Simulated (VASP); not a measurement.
MgO: single point with PBE

MgO:

```
CELL_PARAMETERS angstrom
4.25367 0.00000 0.00000
0.00000 4.25367 0.00000
0.00000 0.00000 4.25367
ATOMIC_POSITIONS crystal
Mg 0.00000 0.00000 0.00000
Mg 0.00000 0.50000 0.50000
Mg 0.50000 0.00000 0.50000
Mg 0.50000 0.50000 0.00000
O 0.50000 0.00000 0.00000
O 0.50000 0.50000 0.50000
O 0.00000 0.00000 0.50000
O 0.00000 0.50000 0.00000
```

* Program: VASP 6.6.1
* Task: single point
* Functional: PBE
* Potentials or basis: VASP PAW PBE potentials, release 64 (Mg, O)
* Cutoff: 520 eV
* k mesh: 8 × 8 × 8
* Occupations: methfessel-paxton, width 0.1 eV
* Spin: no spin polarisation

The pressure is -0.7 GPa and the band gap on the k mesh is 4.44 eV.

Levels at points of the mesh, in eV from the valence-band top:
```tsv
k point	band 12	band 13	band 14	band 15	band 16	band 17	band 18	band 19	band 20	band 21
(0.00, 0.00, 0.00)	-1.31	-1.31	0.00	0.00	0.00	4.44	9.08	9.08	9.08	9.65
(0.50, 0.00, 0.00)	-1.72	-0.71	-0.71	-0.71	-0.71	7.77	7.77	11.09	11.09	11.45
(0.50, 0.50, 0.00)	-1.93	-0.62	-0.62	-0.62	-0.62	9.21	9.21	9.21	9.21	11.60
(0.50, 0.50, 0.50)	-0.62	-0.62	-0.62	-0.62	-0.62	7.71	7.71	7.71	7.71	12.27
```

Run time: 42 s on 1 thread of Intel(R) Xeon(R) Platinum 8375C CPU @ 2.90GHz (Ice Lake), on a shared host, peak memory 0.2 GiB.

A k mesh can miss the band edges.
